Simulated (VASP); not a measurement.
Input of a VASP 6.6.1 run:

INCAR

```
  ALGO = Normal
  EDIFF = 1E-7
  ENCUT = 520
  GGA = PE
  ISIF = 2
  ISMEAR = -1
  IVDW = 12
  LASPH = True
  LCHARG = False
  LREAL = Auto
  LWAVE = False
  NBANDS = 70
  NELM = 80
  PREC = Accurate
  SIGMA = 0.05
```

Contents of KPOINTS:

```
k-points
0
Gamma
  3 3 3
```

The input POSCAR:

```
Al32H
1.0
    8.1000000000      0.0000000000      0.0000000000
    0.0000000000      8.1000000000      0.0000000000
    0.0000000000      0.0000000000      8.1000000000
Al H
32 1
Direct
    0.5000238264      0.0000529245      0.0059509234
    0.7496029894      0.2495966367     -0.0003747134
    0.7512870837      0.0000058444      0.2500187910
   -0.0000051316      0.0000071864      0.0012611430
    0.2503833657      0.2496004764     -0.0003732185
    0.5000032347      0.4999885666      0.0012623567
    0.7496125290      0.7503720646     -0.0003691471
    0.2487249836      0.0000065532      0.2500164524
    0.5000024345      0.2512938515      0.2500201726
    0.7508702965      0.4999908096      0.2500115235
    0.5000225608      0.0000500915      0.4942913804
    0.7496024173      0.2495944734      0.5004090951
    0.7557757272      0.0000509254      0.7499362729
   -0.0000047597      0.4999894021      0.0008834094
    0.2503722016      0.7503665930     -0.0003639395
   -0.0000039244      0.2508668577      0.2500109702
    0.2491232200      0.4999900691      0.2500124457
    0.5000031460      0.7487329364      0.2500150028
   -0.0000074679      0.0000052214      0.4987055260
    0.2503858230      0.2495938318      0.5004094878
    0.5000023484      0.4999833944      0.4987042100
    0.7496018769      0.7503784933      0.5004077986
    0.2441371344      0.0000519471      0.7499350046
    0.5000226693      0.2557286705      0.7499370019
    0.7512861765      0.4999850042      0.7499926932
   -0.0000046644      0.7491187179      0.2500130187
   -0.0000038326      0.4999914500      0.4991346663
    0.2503848775      0.7503776470      0.5004046158
   -0.0000072383      0.2512916209      0.7499932281
    0.2487258617      0.4999868682      0.7499918024
    0.5000236893      0.7440777578      0.7499341702
   -0.0000053754      0.7487350230      0.7499912629
    0.4992552210     -0.0016534100      0.7520686930
```

Potentials or basis: VASP PAW PBE potentials, release 64 (Al, H).

Command:

```sh
$ cat potpaw_PBE.64/Al/POTCAR potpaw_PBE.64/H/POTCAR > POTCAR
$ mpirun -np 1 vasp_std > vasp.out
```

**Question.** What does it give for the largest force?

**Answer.** 0.011 eV/Å.

**Question.** Predict the dispersion energy per atom.

**Answer.** -0.328 eV.

Forces in eV/Å, atoms in the order of the input:
```
Al   0.000  0.000 -0.001
Al  -0.004 -0.004 -0.005
Al   0.011  0.000  0.000
Al   0.000  0.000  0.010
Al   0.005 -0.004 -0.005
Al   0.000  0.000  0.010
Al  -0.004  0.005 -0.005
Al  -0.010  0.000  0.000
Al   0.000  0.011  0.000
Al   0.010 -0.001  0.001
Al   0.000 -0.001  0.007
Al  -0.004 -0.004  0.004
Al  -0.005  0.000  0.000
Al  -0.001 -0.001  0.009
Al   0.004  0.005 -0.005
Al  -0.001  0.010  0.002
Al  -0.010 -0.001  0.001
Al   0.000 -0.010  0.000
Al   0.000  0.000 -0.011
Al   0.005 -0.004  0.004
Al   0.000  0.000 -0.011
Al  -0.004  0.005  0.004
Al   0.003  0.000  0.000
Al   0.000 -0.006  0.000
Al   0.011  0.000  0.000
Al  -0.001 -0.010  0.001
Al  -0.001 -0.001 -0.010
Al   0.005  0.005  0.004
Al   0.000  0.011  0.000
Al  -0.010  0.000  0.000
Al   0.000  0.002  0.000
Al   0.000 -0.010  0.000
H    0.002  0.005 -0.006
```
